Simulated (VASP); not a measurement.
Here is a VASP 6.6.1 calculation.

File INCAR:

```
SYSTEM = HfC
PREC = Accurate
ENCUT = 520
EDIFF = 1E-6
ISMEAR = -1
SIGMA = 0.1
LREAL = .FALSE.
LASPH = .TRUE.
NELM = 80
ALGO = Normal
ISIF = 2
LWAVE = .FALSE.
LCHARG = .FALSE.
GGA = PE
NBANDS = 14
```

The input KPOINTS:

```
Automatic mesh
0
G
  14 14 14
  0 0 0
```

File POSCAR:

```
HfC
1.0
    0.0000000000      2.3526095198      2.3526095198
    2.3526095198      0.0000000000      2.3526095198
    2.3526095198      2.3526095198      0.0000000000
Hf C
1 1
Direct
    0.0000000000      0.0000000000      0.0000000000
    0.2500000000      0.2500000000      0.2500000000
```

Potentials or basis: VASP PAW PBE potentials, release 64 (Hf_pv, C).

Command:

```sh
$ cat potpaw_PBE.64/Hf_pv/POTCAR potpaw_PBE.64/C/POTCAR > POTCAR
$ mpirun -np 1 vasp_std > vasp.out
```

(1) What does it give for the pressure?

(2) Predict the band gap on the k mesh.

## Answers

(1) 47.5 GPa.

(2) 0.25 eV, indirect (least direct gap 0.43 eV).

Caveat: spin-orbit coupling is left out, which moves the levels of the heavy elements.
